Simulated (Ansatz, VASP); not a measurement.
One calculation of AlNi, two programs

File INCAR:

```
PREC = Accurate
ENCUT = 520
EDIFF = 1E-6
ISMEAR = 0
SIGMA = 0.15
LREAL = F
LASPH = T
NELM = 80
ALGO = Fast
ISIF = 2
LWAVE = F
LCHARG = F
GGA = PS
NBANDS = 14
```

File KPOINTS:

```
Automatic mesh
0
Gamma
  20 20 20
```

File POSCAR:

```
AlNi
1.0
    2.0213280871     -2.0213497883      0.0000000000
    2.0213280871      2.0213497883      0.0000000000
    0.0000000000      0.0000000000      2.8263676787
Al Ni
1 1
Direct
    0.0000000000      0.0000000000      0.0000000000
    0.5000000000      0.5000000000      0.5000000000
```

Input for Ansatz:

```yaml
crystal:
  lattice:
    - [2.0213280871, -2.0213497883, 0.0]
    - [2.0213280871, 2.0213497883, 0.0]
    - [0.0, 0.0, 2.8263676787]
  atoms:
    - { symbol: Al, position: [0.0, 0.0, 0.0] }
    - { symbol: Ni, position: [0.5, 0.5, 0.5] }
basis:
  ecutwfc: 420
kpoints:
  mp_grid: { grid: [20, 20, 20] }
hamiltonian:
  xc: pbesol
scf:
  occupations: { method: gaussian, width: 0.15 }
output:
  forces: true
  stress: true
  eigenvalues: true
  write_density: true
  write_potential: true
  elf: true
  volumetric_format: npy
```

Change from the starting cell: strain +0.000 along x and y, -0.015 along z, atoms carried along.

Alike in both runs: task single point; functional PBEsol; k mesh 20 × 20 × 20; occupations gaussian, width 0.15 eV; no spin polarisation.

|  | VASP | Ansatz |
| --- | --- | --- |
| version | VASP 6.6.1 | Ansatz 0.2.0 |
| potentials or method | VASP PAW PBE potentials, release 64 (Al, Ni), cutoff 520 eV | scalar-relativistic, plane waves, PAW |
| valence electrons in the cell | 13 | 21 |

VASP gave:

| Quantity | Value |
| --- | --- |
| gap on the k mesh at the Fermi level (eV) | none |
| pressure (GPa) | 2.8 |
| traceless stress, the component that is largest in VASP (GPa) | 0.64 |

Problem. What did Ansatz give for the same quantities?

Solution. gap on the k mesh at the Fermi level (eV): none; pressure (GPa): 2.7; traceless stress, the component that is largest in VASP (GPa): 0.63.

VASP's potentials were made for PBE, not for PBEsol. A gap of «none» marks a metal or a gap that the smearing closes. VASP's potentials hold 13 valence electrons a cell and Ansatz's 21, so a difference there can come from the potentials and not from the codes. Ansatz's warnings: near symmetry operations not taken.
